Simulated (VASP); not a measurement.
# ZnS in VASP: notebook, part 2 of 2

VASP 6.6.1. The steps go on from the part before.

### Step 4. Electric field gradients, PBE (volume scaled by 1.06)

Input file INCAR:

```
PREC = Accurate ; ENCUT = 520
EDIFF = 1E-8 ; ISMEAR = -1
SIGMA = 0.01 ; LREAL = False
LASPH = True ; NELM = 80
ALGO = Normal ; ISIF = 2
LWAVE = False ; LCHARG = False
GGA = PE ; LEFG = True
NBANDS = 16
```

Input file KPOINTS:

```
regular mesh
0
Gamma
  8 8 8
```

Input file POSCAR:

```
ZnS
1.0
    0.0000000000      2.7576958202      2.7576958202
    2.7576958202      0.0000000000      2.7576958202
    2.7576958202      2.7576958202      0.0000000000
Zn S
1 1
Direct
    0.0000000000      0.0000000000      0.0000000000
    0.7500000000      0.7500000000      0.7500000000
```

Potentials or basis: VASP PAW PBE potentials, release 64 (Zn, S).

Launch:

```sh
$ cat potpaw_PBE.64/Zn/POTCAR potpaw_PBE.64/S/POTCAR > POTCAR
$ mpirun -np 1 vasp_std > vasp.out
```

OUTCAR:

```text
PREC = Accurate
   ENCUT = 520
   EDIFF = 1E-8
   ISMEAR = -1
   LREAL = False
   LASPH = True
   NELM = 80
   ISIF = 2
   GGA = PE

 ion  position               nearest neighbor table
   1  0.000  0.000  0.000-   2 2.39   2 2.39   2 2.39   2 2.39
   2  0.750  0.750  0.750-   1 2.39   1 2.39   1 2.39   1 2.39

  LATTYP: Found a face centered cubic cell.
 ALAT       =     5.5153916404

  Lattice vectors:

 A1 = (   0.0000000000,   2.7576958202,   2.7576958202)
 A2 = (   2.7576958202,   0.0000000000,   2.7576958202)
 A3 = (   2.7576958202,   2.7576958202,   0.0000000000)

Analysis of symmetry for initial positions (statically):
=====================================================================
 Subroutine PRICEL returns:
 Original cell was already a primitive cell.

 Routine SETGRP: Setting up the symmetry group for a
 face centered cubic supercell.

 Subroutine GETGRP returns: Found 24 space group operations
 (whereof 24 operations were pure point group operations)
 out of a pool of 48 trial point group operations.

The static configuration has the point symmetry T_d .

Analysis of symmetry for dynamics (positions and initial velocities):
=====================================================================
 Subroutine PRICEL returns:
 Original cell was already a primitive cell.

 Routine SETGRP: Setting up the symmetry group for a
 face centered cubic supercell.

 Subroutine GETGRP returns: Found 24 space group operations
 (whereof 24 operations were pure point group operations)
 out of a pool of 48 trial point group operations.

[... 158 lines left out ...]
      2      -4.5596      2.00000
      3      -4.5596      2.00000
      4      -4.5596      2.00000
      5      -4.1312      2.00000
      6      -4.1312      2.00000
[... 433 lines left out ...]
      3      -4.3968      2.00000
      4      -4.1692      2.00000
      5      -4.1192      2.00000
      6      -3.8922      2.00000
[... 8 lines left out ...]
     15      14.7845      0.00000
     16      15.5380      0.00000

 [... further k-points ...]

------------------------ aborting loop because EDIFF is reached ----------------------------------------

  FORCE on cell =-STRESS in cart. coord.  units (eV):
  Direction    XX          YY          ZZ          XY          YZ          ZX
  --------------------------------------------------------------------------------------
  -------------------------------------------------------------------------------------
  Total       -0.6231489     -0.6231489     -0.6231489      0.0000000      0.0000000     -0.0000000
  in kB      -23.8030909    -23.8030909    -23.8030909      0.0000000      0.0000000     -0.0000000
  external PRESSURE =     -23.8030909 kB  Pullay stress =       0.0000000 kB

 VOLUME and BASIS-vectors are now :
 -----------------------------------------------------------------------------
  energy-cutoff  :      520.00
  volume of cell :       41.94
      direct lattice vectors                 reciprocal lattice vectors
     0.000000000  2.757695820  2.757695820    -0.181310787  0.181310787  0.181310787
     2.757695820  0.000000000  2.757695820     0.181310787 -0.181310787  0.181310787
     2.757695820  2.757695820  0.000000000     0.181310787  0.181310787 -0.181310787

 POSITION                                       TOTAL-FORCE (eV/Angst)
 -----------------------------------------------------------------------------------
      0.00000      0.00000      0.00000         0.000000      0.000000      0.000000
      4.13654      4.13654      4.13654        -0.000000     -0.000000     -0.000000
 -----------------------------------------------------------------------------------
    total drift:                                0.000000      0.000000      0.000000

  FREE ENERGIE OF THE ION-ELECTRON SYSTEM (eV)
  ---------------------------------------------------
  free  energy   TOTEN  =        -6.8408866556 eV

  energy  without entropy=       -6.8408866556  energy(sigma->0) =       -6.84088666

 Electric field gradients (V/A^2)
---------------------------------------------------------------------
 ion       V_xx      V_yy      V_zz      V_xy      V_xz      V_yz
---------------------------------------------------------------------
   1       0.000     0.000    -0.000     0.005     0.005     0.005
   2      -0.000     0.000    -0.000    -0.000    -0.000    -0.000
---------------------------------------------------------------------

 Electric field gradients after diagonalization (V/A^2)
 (convention: |V_zz| > |V_xx| > |V_yy|)
----------------------------------------------------------------------
 ion       V_xx      V_yy      V_zz     asymmetry (V_yy - V_xx)/ V_zz
----------------------------------------------------------------------
   1      -0.005    -0.005     0.010       0.000
   2       0.000     0.000    -0.001       0.000
----------------------------------------------------------------------

           NMR quadrupolar parameters

 Cq : quadrupolar parameter    Cq=e*Q*V_zz/h
 eta: asymmetry parameters     (V_yy - V_xx)/ V_zz
 Q  : nuclear electric quadrupole moment in mb (millibarn)
----------------------------------------------------------------------
 ion       Cq(MHz)       eta       Q (mb)
----------------------------------------------------------------------
   1       0.000       0.000       1.000
   2      -0.000       0.000       1.000
----------------------------------------------------------------------
```

OSZICAR:

```text
N       E                     dE             d eps       ncg     rms          rms(c)
DAV:   1     0.903276419542E+02    0.90328E+02   -0.87037E+03   928   0.129E+03
DAV:   2    -0.138501607168E+01   -0.91713E+02   -0.85836E+02  1088   0.260E+02
DAV:   3    -0.720737296366E+01   -0.58224E+01   -0.58003E+01  1152   0.637E+01
DAV:   4    -0.726917518837E+01   -0.61802E-01   -0.61792E-01  1152   0.690E+00
DAV:   5    -0.726996923245E+01   -0.79404E-03   -0.79403E-03  1168   0.726E-01    0.615E+00
DAV:   6    -0.685935201332E+01    0.41062E+00   -0.73772E-01  1384   0.290E+01    0.486E+00
DAV:   7    -0.684114407279E+01    0.18208E-01   -0.23175E-01  1064   0.422E+00    0.251E+00
DAV:   8    -0.684040585791E+01    0.73821E-03   -0.47643E-03  1120   0.692E-01    0.640E-01
DAV:   9    -0.684071118985E+01   -0.30533E-03   -0.11242E-03  1096   0.271E-01    0.108E-01
DAV:  10    -0.684088795876E+01   -0.17677E-03   -0.19179E-04  1112   0.156E-01    0.553E-02
DAV:  11    -0.684088519675E+01    0.27620E-05   -0.39999E-05  1136   0.109E-01    0.581E-03
DAV:  12    -0.684088654004E+01   -0.13433E-05   -0.38979E-06  1232   0.222E-02    0.415E-03
DAV:  13    -0.684088664819E+01   -0.10815E-06   -0.68655E-07  1160   0.954E-03    0.147E-03
DAV:  14    -0.684088662437E+01    0.23822E-07   -0.99631E-08  1240   0.255E-03    0.869E-04
DAV:  15    -0.684088664923E+01   -0.24866E-07   -0.61462E-09   904   0.131E-03    0.121E-04
DAV:  16    -0.684088665564E+01   -0.64101E-08   -0.14176E-09   600   0.375E-04
   1 F= -.68408867E+01 E0= -.68408867E+01  d E =-.181463E-13
```

stdout:

```text
POSCAR found type information on POSCAR ZnS
 POSCAR found :  2 types and       2 ions
 scaLAPACK will be used
 LDA part: xc-table for (Slater+PW92), standard interpolation
 POSCAR, INCAR and KPOINTS ok, starting setup
 FFT: planning ... GRIDC
 FFT: planning ... GRID_SOFT
 FFT: planning ... GRID
 WAVECAR not read
 entering main loop
ion   1

ion   2
```

Wall time 41 s (1 thread of Intel Xeon 8259CL, shared host); peak memory 0.17 GiB.

What came out:

```yaml
Free_energy: -6.8409 eV
Pressure: -2.4 GPa
Band_gap_on_the_k_mesh: 1.85 eV, direct
```

Caveat: without QUAD_EFG the Cq values of the log hold for a quadrupole moment of 1 mb, not for the nuclei.

### Step 5. Electric field gradients, PBE (equal xx and yy strain of -2 %)

Input file INCAR:

```
ALGO     = Normal         # electronic algorithm
EDIFF    = 1E-8           # SCF threshold, eV
ENCUT    = 520            # plane-wave cutoff, eV
GGA      = PE             # functional
ISIF     = 2              # what is computed and relaxed
ISMEAR   = -1             # smearing method
LASPH    = True           # aspherical terms in the spheres
LCHARG   = False          # write CHGCAR
LEFG     = True         
LREAL    = False          # projectors in reciprocal space
LWAVE    = False          # write WAVECAR
NBANDS   = 16             # bands
NELM     = 80             # most SCF steps
PREC     = Accurate       # precision mode
SIGMA    = 0.01           # smearing width, eV
```

Input file KPOINTS:

```
k-points
0
Gamma
  8 8 8
```

Input file POSCAR:

```
ZnS
1.0
    0.0000000000      2.6505570000      2.7046500000
    2.6505570000      0.0000000000      2.7046500000
    2.6505570000      2.6505570000      0.0000000000
Zn S
1 1
Direct
    0.0000000000      0.0000000000      0.0000000000
    0.7500000000      0.7500000000      0.7500000000
```

Potentials or basis: VASP PAW PBE potentials, release 64 (Zn, S).

Launch:

```sh
$ cat potpaw_PBE.64/Zn/POTCAR potpaw_PBE.64/S/POTCAR > POTCAR
$ mpirun -np 1 vasp_std > vasp.out
```

OUTCAR:

```text
EDIFF = 1E-8
   ENCUT = 520
   GGA = PE
   ISIF = 2
   ISMEAR = -1
   LASPH = True
   LREAL = False
   NELM = 80
   PREC = Accurate

 ion  position               nearest neighbor table
   1  0.000  0.000  0.000-   2 2.31   2 2.31   2 2.31   2 2.31
   2  0.750  0.750  0.750-   1 2.31   1 2.31   1 2.31   1 2.31

  LATTYP: Found a body centered tetragonal cell.
 ALAT       =     3.7484536572
 C/A-ratio  =     1.4430750636

  Lattice vectors:

 A1 = (  -2.6505570000,   0.0000000000,   2.7046500000)
 A2 = (   2.6505570000,   0.0000000000,   2.7046500000)
 A3 = (   0.0000000000,   2.6505570000,  -2.7046500000)

[... 666 lines left out ...]
  free  energy   TOTEN  =        -6.8158977918 eV

  energy  without entropy=       -6.8158977918  energy(sigma->0) =       -6.81589779

 Electric field gradients (V/A^2)
---------------------------------------------------------------------
 ion       V_xx      V_yy      V_zz      V_xy      V_xz      V_yz
---------------------------------------------------------------------
   1       1.844     1.844    -3.687     0.000    -0.001    -0.001
   2      -2.115    -2.115     4.230    -0.001    -0.000    -0.000
---------------------------------------------------------------------

 Electric field gradients after diagonalization (V/A^2)
 (convention: |V_zz| > |V_xx| > |V_yy|)
----------------------------------------------------------------------
 ion       V_xx      V_yy      V_zz     asymmetry (V_yy - V_xx)/ V_zz
----------------------------------------------------------------------
   1       1.844     1.843    -3.687       0.000
   2      -2.116    -2.115     4.230       0.000
----------------------------------------------------------------------

           NMR quadrupolar parameters

 Cq : quadrupolar parameter    Cq=e*Q*V_zz/h
 eta: asymmetry parameters     (V_yy - V_xx)/ V_zz
 Q  : nuclear electric quadrupole moment in mb (millibarn)
----------------------------------------------------------------------
 ion       Cq(MHz)       eta       Q (mb)
----------------------------------------------------------------------
   1      -0.009       0.000       1.000
   2       0.010       0.000       1.000
----------------------------------------------------------------------
```

OSZICAR:

```text
N       E                     dE             d eps       ncg     rms          rms(c)
DAV:   1     0.882098438711E+02    0.88210E+02   -0.89980E+03  1912   0.137E+03
DAV:   2    -0.158697790108E+01   -0.89797E+02   -0.83568E+02  2160   0.260E+02
DAV:   3    -0.718670880489E+01   -0.55997E+01   -0.55761E+01  2296   0.632E+01
DAV:   4    -0.724541002823E+01   -0.58701E-01   -0.58687E-01  2344   0.670E+00
DAV:   5    -0.724609281576E+01   -0.68279E-03   -0.68277E-03  2368   0.693E-01    0.738E+00
DAV:   6    -0.683814656329E+01    0.40795E+00   -0.73893E-01  2832   0.307E+01    0.573E+00
DAV:   7    -0.681630900738E+01    0.21838E-01   -0.26353E-01  2280   0.473E+00    0.287E+00
DAV:   8    -0.681555637085E+01    0.75264E-03   -0.54961E-03  2552   0.102E+00    0.757E-01
DAV:   9    -0.681574228739E+01   -0.18592E-03   -0.13604E-03  2328   0.289E-01    0.932E-02
DAV:  10    -0.681589693885E+01   -0.15465E-03   -0.20333E-04  2288   0.104E-01    0.314E-02
DAV:  11    -0.681589705278E+01   -0.11392E-06   -0.29189E-05  2328   0.411E-02    0.773E-03
DAV:  12    -0.681589766106E+01   -0.60828E-06   -0.35872E-06  2344   0.122E-02    0.247E-03
DAV:  13    -0.681589787225E+01   -0.21119E-06   -0.37245E-07  2384   0.465E-03    0.236E-03
DAV:  14    -0.681589781318E+01    0.59073E-07   -0.33173E-08  2520   0.151E-03    0.148E-03
DAV:  15    -0.681589779175E+01    0.21425E-07   -0.21962E-08  2352   0.180E-03    0.321E-04
DAV:  16    -0.681589779185E+01   -0.96406E-10   -0.25441E-09  1240   0.574E-04
   1 F= -.68158978E+01 E0= -.68158978E+01  d E =-.821050E-13
```

stdout:

```text
POSCAR found type information on POSCAR ZnS
 POSCAR found :  2 types and       2 ions
 scaLAPACK will be used
 LDA part: xc-table for (Slater+PW92), standard interpolation
 POSCAR, INCAR and KPOINTS ok, starting setup
 FFT: planning ... GRIDC
 FFT: planning ... GRID_SOFT
 FFT: planning ... GRID
 WAVECAR not read
 entering main loop
ion   1

ion   2
```

Run time: 28 s. Hardware: 1 thread of Intel Xeon Platinum 8375C at 2.90GHz (Ice Lake), shared host; peak memory 0.17 GiB.

Results:

```
Free energy            : -6.8159 eV
Pressure               : 4.9 GPa
Band gap on the k mesh : 2.25 eV, direct
```

Levels at points of the mesh, in eV from the valence-band top:
```
           k point  band 6  band 7  band 8  band 9  band 10  band 11  band 12  band 13
(0.00, 0.00, 0.00)   -5.97   -0.08    0.00    0.00     2.25     6.34     6.35     6.35
(0.50, 0.00, 0.00)   -5.77   -5.56   -1.00   -0.89     3.35     6.80     6.97     8.99
(0.50, 0.50, 0.00)   -5.77   -4.81   -2.31   -2.31     3.37     4.17    11.07    12.23
(0.50, 0.00, 0.50)   -5.74   -4.69   -2.44   -2.39     3.26     3.98    11.30    12.09
```

Electric field gradients, principal values (V/Å²):
```csv
atom,least,middle,greatest (by size)
1 Zn,1.843,1.844,-3.687
2 S,-2.115,-2.116,4.230
```

Caveat: the cell differs from its parent crystal (equal xx and yy strain of -2 %); without QUAD_EFG the Cq values of the log hold for a quadrupole moment of 1 mb, not for the nuclei.

### Step 6. Electric field gradients, PBE (equal xx and yy strain of -2 %)

Input file INCAR:

```
SYSTEM = ZnS
ALGO = Normal ; EDIFF = 1E-8
ENCUT = 520 ; GGA = PE
ISIF = 2 ; ISMEAR = -1
LASPH = .True. ; LCHARG = .False.
LEFG = .True. ; LREAL = .False.
LWAVE = .False. ; NBANDS = 16
NELM = 60 ; PREC = Accurate
SIGMA = 0.01
```

Input file KPOINTS:

```
k-points
0
Gamma
  8 8 8
  0 0 0
```

POSCAR is that of step 5.

Potentials or basis: VASP PAW PBE potentials, release 64 (Zn, S).

Launch:

```sh
$ cat potpaw_PBE.64/Zn/POTCAR potpaw_PBE.64/S/POTCAR > POTCAR
$ mpirun -np 1 vasp_std > vasp.out
```

OUTCAR:

```text
SYSTEM = ZnS
   EDIFF = 1E-8
   ENCUT = 520
   GGA = PE
   ISIF = 2
   ISMEAR = -1
   LASPH = .True.
   LREAL = .False.
   NELM = 60
   PREC = Accurate

 ion  position               nearest neighbor table
   1  0.000  0.000  0.000-   2 2.31   2 2.31   2 2.31   2 2.31
   2  0.750  0.750  0.750-   1 2.31   1 2.31   1 2.31   1 2.31

  LATTYP: Found a body centered tetragonal cell.
 ALAT       =     3.7484536572
 C/A-ratio  =     1.4430750636

  Lattice vectors:

 A1 = (  -2.6505570000,   0.0000000000,   2.7046500000)
 A2 = (   2.6505570000,   0.0000000000,   2.7046500000)
[... 668 lines left out ...]
  free  energy   TOTEN  =        -6.8158977918 eV

  energy  without entropy=       -6.8158977918  energy(sigma->0) =       -6.81589779

 Electric field gradients (V/A^2)
---------------------------------------------------------------------
 ion       V_xx      V_yy      V_zz      V_xy      V_xz      V_yz
---------------------------------------------------------------------
   1       1.844     1.844    -3.687     0.000    -0.001    -0.001
   2      -2.115    -2.115     4.230    -0.001    -0.000    -0.000
---------------------------------------------------------------------

 Electric field gradients after diagonalization (V/A^2)
 (convention: |V_zz| > |V_xx| > |V_yy|)
----------------------------------------------------------------------
 ion       V_xx      V_yy      V_zz     asymmetry (V_yy - V_xx)/ V_zz
----------------------------------------------------------------------
   1       1.844     1.843    -3.687       0.000
   2      -2.116    -2.115     4.230       0.000
----------------------------------------------------------------------

           NMR quadrupolar parameters

 Cq : quadrupolar parameter    Cq=e*Q*V_zz/h
 eta: asymmetry parameters     (V_yy - V_xx)/ V_zz
 Q  : nuclear electric quadrupole moment in mb (millibarn)
----------------------------------------------------------------------
 ion       Cq(MHz)       eta       Q (mb)
----------------------------------------------------------------------
   1      -0.009       0.000       1.000
   2       0.010       0.000       1.000
----------------------------------------------------------------------
```

OSZICAR:

```text
N       E                     dE             d eps       ncg     rms          rms(c)
DAV:   1     0.882098438711E+02    0.88210E+02   -0.89980E+03  1912   0.137E+03
DAV:   2    -0.158697790108E+01   -0.89797E+02   -0.83568E+02  2160   0.260E+02
DAV:   3    -0.718670880489E+01   -0.55997E+01   -0.55761E+01  2296   0.632E+01
DAV:   4    -0.724541002823E+01   -0.58701E-01   -0.58687E-01  2344   0.670E+00
DAV:   5    -0.724609281576E+01   -0.68279E-03   -0.68277E-03  2368   0.693E-01    0.738E+00
DAV:   6    -0.683814656329E+01    0.40795E+00   -0.73893E-01  2832   0.307E+01    0.573E+00
DAV:   7    -0.681630900738E+01    0.21838E-01   -0.26353E-01  2280   0.473E+00    0.287E+00
DAV:   8    -0.681555637085E+01    0.75264E-03   -0.54961E-03  2552   0.102E+00    0.757E-01
DAV:   9    -0.681574228739E+01   -0.18592E-03   -0.13604E-03  2328   0.289E-01    0.932E-02
DAV:  10    -0.681589693885E+01   -0.15465E-03   -0.20333E-04  2288   0.104E-01    0.314E-02
DAV:  11    -0.681589705278E+01   -0.11392E-06   -0.29189E-05  2328   0.411E-02    0.773E-03
DAV:  12    -0.681589766106E+01   -0.60828E-06   -0.35872E-06  2344   0.122E-02    0.247E-03
DAV:  13    -0.681589787225E+01   -0.21119E-06   -0.37245E-07  2384   0.465E-03    0.236E-03
DAV:  14    -0.681589781318E+01    0.59073E-07   -0.33173E-08  2520   0.151E-03    0.148E-03
DAV:  15    -0.681589779175E+01    0.21425E-07   -0.21962E-08  2352   0.180E-03    0.321E-04
DAV:  16    -0.681589779185E+01   -0.96406E-10   -0.25441E-09  1240   0.574E-04
   1 F= -.68158978E+01 E0= -.68158978E+01  d E =-.821050E-13
```

Run time: 26 s. Hardware: 1 thread of Intel Xeon Platinum 8375C at 2.90GHz (Ice Lake), shared host; peak memory 0.17 GiB.

What came out:

| Item | Value |
| --- | --- |
| Free energy | -6.8159 eV |
| Pressure | 4.9 GPa |
| Band gap on the k mesh | 2.25 eV, direct |

Electric field gradients, principal values (V/Å²):
```tsv
atom	least	middle	greatest (by size)
1 Zn	1.843	1.844	-3.687
2 S	-2.115	-2.116	4.230
```

Caveat: the cell differs from its parent crystal (equal xx and yy strain of -2 %); without QUAD_EFG the Cq values of the log hold for a quadrupole moment of 1 mb, not for the nuclei.

### Step 7. Overview

| cell | gap on the mesh (eV) | pressure (GPa) |
| --- | --- | --- |
| a = 3.875 Å, angles 60.0°, 2 atoms | 1.93 | -1.2 |
| a = 3.900 Å, angles 60.0°, 2 atoms | 1.85 | -2.4 |
| a = 3.787, b = 3.787, c = 3.748 Å, angles 60.3, 60.3, 59.3°, 2 atoms | 2.25 | 4.9 |

Alike in all rows: task electric field gradients; level PBE; potentials or basis VASP PAW PBE potentials, release 64 (Zn, S); no spin polarisation; k mesh 8 × 8 × 8; cutoff (eV) 520; smearing fermi-dirac 0.01 eV.

Absolute energies hang on the potentials; compare differences alone.
